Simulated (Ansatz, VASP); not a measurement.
## Two plane-wave programs on CrGe15

File INCAR:

```
ALGO = Fast
EDIFF = 1E-7
ENCUT = 520
GGA = PS
ISIF = 2
ISMEAR = 0
ISPIN = 2
LASPH = T
LCHARG = F
LDAU = T
LDAUJ = 0 0
LDAUL = 2 -1
LDAUPRINT = 1
LDAUTYPE = 2
LDAUU = 3 0
LMAXMIX = 4
LORBIT = 11
LREAL = Auto
LWAVE = F
MAGMOM = 2 0 0 0 0 0 0 0 0 0 0 0 0 0 0 0
NBANDS = 129
NELM = 150
PREC = Accurate
SIGMA = 0.05
```

Contents of KPOINTS:

```
k-points
0
Gamma
  3 3 3
```

Contents of POSCAR:

```
CrGe15
1.0
    0.0000000000      5.6575400000      5.6575400000
    5.6575400000      0.0000000000      5.6575400000
    5.6575400000      5.6575400000      0.0000000000
Cr Ge
1 15
Direct
    0.0000000000      1.0000000000      1.0000000000
    0.0006439391      0.0006439391      0.4993560609
    0.0006439391      0.4993560609      0.0006439391
    0.0006439391      0.4993560609      0.4993560609
    0.4993560609      0.0006439391      0.0006439391
    0.4993560609      0.0006439391      0.4993560609
    0.4993560609      0.4993560609      0.0006439391
    0.5000000000      0.5000000000      0.5000000000
    0.1271381710      0.1271381710      0.1271381710
    0.1271381710      0.1271381710      0.6185854871
    0.1271381710      0.6185854871      0.1271381710
    0.1250830096      0.6249723301      0.6249723301
    0.6185854871      0.1271381710      0.1271381710
    0.6249723301      0.1250830096      0.6249723301
    0.6249723301      0.6249723301      0.1250830096
    0.6249723301      0.6249723301      0.6249723301
```

Input for Ansatz:

```yaml
crystal:
  lattice:
    - [0.0, 5.65754, 5.65754]
    - [5.65754, 0.0, 5.65754]
    - [5.65754, 5.65754, 0.0]
  atoms:
    - { symbol: Cr, position: [0.0, 1.0, 1.0], spin: 2.0 }
    - { symbol: Ge, position: [0.0006439391, 0.0006439391, 0.4993560609] }
    - { symbol: Ge, position: [0.0006439391, 0.4993560609, 0.0006439391] }
    - { symbol: Ge, position: [0.0006439391, 0.4993560609, 0.4993560609] }
    - { symbol: Ge, position: [0.4993560609, 0.0006439391, 0.0006439391] }
    - { symbol: Ge, position: [0.4993560609, 0.0006439391, 0.4993560609] }
    - { symbol: Ge, position: [0.4993560609, 0.4993560609, 0.0006439391] }
    - { symbol: Ge, position: [0.5, 0.5, 0.5] }
    - { symbol: Ge, position: [0.127138171, 0.127138171, 0.127138171] }
    - { symbol: Ge, position: [0.127138171, 0.127138171, 0.6185854871] }
    - { symbol: Ge, position: [0.127138171, 0.6185854871, 0.127138171] }
    - { symbol: Ge, position: [0.1250830096, 0.6249723301, 0.6249723301] }
    - { symbol: Ge, position: [0.6185854871, 0.127138171, 0.127138171] }
    - { symbol: Ge, position: [0.6249723301, 0.1250830096, 0.6249723301] }
    - { symbol: Ge, position: [0.6249723301, 0.6249723301, 0.1250830096] }
    - { symbol: Ge, position: [0.6249723301, 0.6249723301, 0.6249723301] }
basis:
  ecutwfc: 420
  ecutrho_ratio: 4
kpoints:
  mp_grid: { grid: [3, 3, 3] }
hamiltonian:
  xc: pbesol
  hubbard: { sites: [{ site: 0, l: d, u_eff: 3.0 }] }
scf:
  occupations: { method: gaussian, width: 0.05 }
  lower_state_search: "off"
  max_iter: 150
output:
  forces: true
  stress: true
  eigenvalues: true
  populations: true
  hubbard: { sites: [{ site: 0, l: d }] }
magnetization:
  spin_polarized: true
```

Alike in both runs: task single point; functional PBEsol; k mesh 3 × 3 × 3; occupations gaussian, width 0.05 eV; collinear spin; Hubbard terms Cr d U = 3.0 eV.

|  | VASP | Ansatz |
| --- | --- | --- |
| version | VASP 6.6.1 | Ansatz 0.2.0 |
| potentials or method | VASP PAW PBE potentials, release 64 (Cr_pv, Ge_d), cutoff 520 eV | scalar-relativistic, plane waves, PAW |
| valence electrons in the cell | 222 | 224 |

Ansatz gave:

| Quantity | Value |
| --- | --- |
| gap on the k mesh at the Fermi level (eV) | none |
| pressure (GPa) | 1.7 |
| rms of the force components (eV/Å) | 0.002 |
| net moment per atom (μB) | 0.30 |
| size of the moment on the site where the two differ most (μB) | 3.70 |

**Question.** What did VASP give for the same quantities?

**Answer.** gap on the k mesh at the Fermi level (eV): none; pressure (GPa): 1.5; rms of the force components (eV/Å): 0.024; net moment per atom (μB): 0.30; size of the moment on the site where the two differ most (μB): 3.96.

VASP's potentials were made for PBE, not for PBEsol. Site moments also hang on the region over which each program counts them. The programs project onto different local orbitals, so the same U acts differently, and such runs can settle in different states. Atom by atom the forces differ by 0.023 eV/Å (rms over components). A gap of «none» marks a metal or a gap that the smearing closes. VASP's potentials hold 222 valence electrons a cell and Ansatz's 224, so a difference there can come from the potentials and not from the codes. Ansatz's warnings: filled band counts differ across k points.
